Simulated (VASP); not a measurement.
SrO:

```
Sr O
1.0
     0.00000    2.56630    2.56630
     2.56630    0.00000    2.56630
     2.56630    2.56630    0.00000
Sr O
1 1
Direct
  0.50000 0.50000 0.50000
  0.00000 0.00000 0.00000
```

```yaml
Program: VASP 6.6.1
Task: relaxation of cell and atoms
Functional: BLYP
Potentials_or_basis: VASP PAW PBE potentials, release 64 (Sr_sv, O)
Cutoff: 600 eV
k_mesh: 9 × 9 × 9
Occupations: fermi-dirac, width 0.05 eV
Spin: no spin polarisation
```

At the start: pressure 6.8 GPa; volume 16.90 Å³/atom.

Problem. Where does the relaxation end?

Solution. Over 3 steps the energy falls by 25.2 meV/atom and the volume is 18.16 Å³/atom (+7.5 %); space group Fm-3m (No. 225, to 0.05 Å).

Step by step:
| step | energy change (eV) | largest force (eV/Å) | pressure (GPa) | volume (Å³) |
| --- | --- | --- | --- | --- |
| 1 | 0.0000 | 0.0000 | 6.85 | 33.80 |
| 2 | -0.0421 | 0.0000 | -2.29 | 37.46 |
| 3 | -0.0503 | 0.0000 | 0.02 | 36.32 |

Final structure:
```
Sr O
1.0
     0.00000    2.62855    2.62855
     2.62855    0.00000    2.62855
     2.62855    2.62855    0.00000
Sr O
1 1
Direct
  0.50000 0.50000 0.50000
  0.00000 0.00000 0.00000
```

Caveat: the PAW data sets were made with another functional, which shifts forces and pressure a little.
